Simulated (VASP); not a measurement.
Input of a VASP 6.6.1 run:

The input POSCAR:

```
Mg
1.0
    3.0060132235      0.0000000000      0.0000000000
   -1.5030066117      2.6032838156      0.0000000000
    0.0000000000      0.0000000000      4.8466026403
Mg
2
Direct
    0.3333333333      0.6666666667      0.2500000000
    0.6666666667      0.3333333333      0.7500000000
```

File INCAR.step1:

```
SYSTEM = Mg
ALGO = Normal ; EDIFF = 1E-4
ENCUT = 520 ; GGA = PE
ISMEAR = 0 ; LASPH = .True.
LCHARG = .False. ; LREAL = .False.
LWAVE = .True. ; NBANDS = 9
NELM = 80 ; PREC = Accurate
SIGMA = 0.05
```

INCAR.step2

```
SYSTEM = Mg
ALGO = Normal ; EDIFF = 1E-7
ENCUT = 520 ; ISIF = 2
ISMEAR = 0 ; ISTART = 1
LASPH = .True. ; LCHARG = .False.
LMIXTAU = .True. ; LREAL = .False.
LWAVE = .False. ; METAGGA = R2SCAN
NBANDS = 9 ; NELM = 80
PREC = Accurate ; SIGMA = 0.05
```

Contents of KPOINTS:

```
k-points
0
Gamma
  18 18 10
  0 0 0
```

Potentials or basis: VASP PAW PBE potentials, release 64 (Mg).

Run with:

```bash
$ cat potpaw_PBE.64/Mg/POTCAR > POTCAR
$ cp INCAR.step1 INCAR
$ mpirun -np 1 vasp_std > vasp.out
$ cp INCAR.step2 INCAR
$ mpirun -np 1 vasp_std > vasp.out
```

**Question.** Estimate the band gap on the k mesh.

**Answer.** Zero (bands 2 and 3 overlap by 2.10 eV).

**Question.** What does it give for the pressure?

**Answer.** 9.3 GPa.

Caveat: the cell stands under pressure; the PAW data sets were made with another functional, which shifts forces and pressure a little.
